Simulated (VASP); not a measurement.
# PbO: single point with RPBE+D4

The system is PbO.

```xyz
4
Lattice="3.6182 0.0000 0.0000 -1.8091 3.1334 0.0000 0.0000 0.0000 6.3516" Properties=species:S:1:pos:R:3 pbc="T T T"
Pb    0.0000    2.0889    1.5879
Pb    1.8091    1.0445    4.7637
O     0.0000    0.0000    0.0000
O     0.0000    0.0000    3.1758
```

- Program: VASP 6.6.1
- Task: single point
- Functional: RPBE
- Dispersion: D4
- Potentials or basis: VASP PAW PBE potentials, release 64 (Pb_d, O)
- Cutoff: 600 eV
- k mesh: 10 × 10 × 6
- Occupations: gaussian, width 0.05 eV
- Spin: no spin polarisation
- Dipole correction: no
- Further INCAR settings: ALGO = Normal; EDIFF = 1e-06; NBANDS = 28

* Pressure: -0.6 GPa
* Band gap on the k mesh: 0.22 eV, indirect (least direct gap 0.24 eV)
* Dispersion energy per atom: -0.603 eV

Stress tensor (GPa, compression positive):
```
-0.63  0.00  0.00
 0.00 -0.63  0.00
 0.00  0.00 -0.42
```

Levels at points of the mesh, in eV from the valence-band top:
```tsv
k point	band 17	band 18	band 19	band 20	band 21	band 22	band 23	band 24
(0.00, 0.00, 0.00)	-2.17	-1.83	-1.83	0.00	0.43	5.62	5.62	8.02
(0.50, 0.00, 0.00)	-3.09	-1.91	-1.52	-0.26	0.28	3.45	3.91	4.93
(0.00, 0.00, 0.50)	-2.01	-2.01	-1.74	-1.74	3.91	3.91	6.73	6.73
(0.50, 0.00, 0.50)	-2.55	-2.55	-1.60	-1.60	1.82	1.82	5.63	5.63
```

It took 2.2 min on 1 thread of Intel(R) Xeon(R) Platinum 8488C (Sapphire Rapids), on a shared host, peak memory 0.28 GiB.

Caveat: the PAW data sets were made with another functional, which shifts forces and pressure a little; spin-orbit coupling is left out, which moves the levels of the heavy elements. A k mesh can miss the band edges.
